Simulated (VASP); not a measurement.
HfB2:

```
Hf B
1.0
     3.20158    0.00000    0.00000
    -1.60079    2.77265    0.00000
     0.00000    0.00000    3.54825
Hf B
1 2
Direct
  0.00000 0.00000 0.00000
  0.66667 0.33333 0.50000
  0.33333 0.66667 0.50000
```

Base run:

- Program: VASP 6.6.1
- Functional: PBE
- Potentials or basis: VASP PAW PBE potentials, release 64 (Hf_pv, B)
- Cutoff: 520 eV
- k mesh: 10 × 10 × 8
- Occupations: fermi-dirac, width 0.05 eV
- Spin: no spin polarisation

Its results: band gap on the k mesh zero (band 8 reaches 7.77 eV, above the bottom of band 9 at 7.00 eV); pressure -12.4 GPa.

**Question.** The run is repeated on the same cell with these changes: functional from PBE to PBEsol; further incar settings from ALGO = Normal; EDIFF = 1e-06; NBANDS = 15 to ALGO = Normal; EDIFF = 1e-07; NBANDS = 15. What comes out?

**Answer.** Band gap on the k mesh zero (band 8 reaches 7.63 eV, above the bottom of band 9 at 6.87 eV); pressure -17.3 GPa.

Caveats: spin-orbit coupling is left out, which moves the levels of the heavy elements; the PAW data sets were made with another functional, which shifts forces and pressure a little (some runs).
